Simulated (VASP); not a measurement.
Input of a VASP 6.6.1 run:

The input INCAR:

```
ALGO = Normal ; EDIFF = 1E-7
ENCUT = 520 ; ISIF = 2
ISMEAR = 1 ; LASPH = T
LCHARG = T ; LELF = T
LREAL = F ; LVHAR = T
LWAVE = F ; NBANDS = 25
NELM = 80 ; PREC = Accurate
SIGMA = 0.1
```

The input KPOINTS:

```
k-points
0
Gamma
  8 8 12
```

The input POSCAR:

```
Ti
1.0
    4.4533316523      0.0000000000      0.0000000000
   -2.2266658261      3.8566983423      0.0000000000
    0.0000000000      0.0000000000      2.7672951782
Ti
3
Direct
    0.0000000000      0.0000000000      0.0000000000
    0.3333333333      0.6666666667      0.5000000000
    0.6666666667      0.3333333333      0.5000000000
```

Potentials or basis: VASP PAW LDA potentials, release 64 (Ti_sv).

Run with:

```sh
$ cat potpaw_LDA.64/Ti_sv/POTCAR > POTCAR
$ mpirun -np 1 vasp_std > vasp.out
```

Q: Estimate the pressure.

A: -0.1 GPa.

Q: Predict the band gap on the k mesh.

A: Zero (bands 18 and 19 overlap by 0.42 eV).
